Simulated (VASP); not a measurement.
Write the native input for VASP 6.6.1 that does the following.

```yaml
Task: single point
Functional: LDA
Potentials_or_basis: VASP PAW LDA potentials, release 64 (Sc_sv, Hg)
Cutoff: 520 eV
k_mesh: 14 × 14 × 14
Occupations: gaussian, width 0.15 eV
Spin: no spin polarisation
Dipole_correction: no
Further_INCAR_settings: ALGO = Fast; EDIFF = 1e-06; NBANDS = 18
```

The structure of ScHg lies in POSCAR:

```
ScHg
1.0
    3.4800000000      0.0000000000      0.0000000000
    0.0000000000      3.4800000000      0.0000000000
    0.0000000000      0.0000000000      3.4452000000
Sc Hg
1 1
Direct
    0.5000000000      0.5000000000      0.5000000000
    0.0000000000      0.0000000000      0.0000000000
```

This cell differs from its parent crystal: strain -0.0100 x Voigt [0, 0, 1, 0, 0, 0].

These files were run (other wordings do the same):

INCAR

```
  PREC = Accurate
  ENCUT = 520
  EDIFF = 1E-6
  ISMEAR = 0
  SIGMA = 0.15
  LREAL = False
  LASPH = True
  NELM = 100
  ALGO = Fast
  ISIF = 2
  LWAVE = False
  LCHARG = False
  GGA = CA
  NBANDS = 18
```

KPOINTS

```
Automatic mesh
0
Gamma
  14 14 14
```

Potentials or basis: VASP PAW LDA potentials, release 64 (Sc_sv, Hg).

Command:

```sh
$ cat potpaw_LDA.64/Sc_sv/POTCAR potpaw_LDA.64/Hg/POTCAR > POTCAR
$ mpirun -np 1 vasp_std > vasp.out
```

Results of the run:

The pressure is -2.8 GPa and the band gap on the k mesh is zero (an odd number of electrons rules out a gap without spin polarisation).

Caveat: the cell differs from its parent crystal (strain -0.0100 x Voigt [0, 0, 1, 0, 0, 0]); spin-orbit coupling is left out, which moves the levels of the heavy elements.

It took 81 s on 1 thread of Intel(R) Xeon(R) 6975P-C (Granite Rapids), on a shared host, peak memory 0.32 GiB.
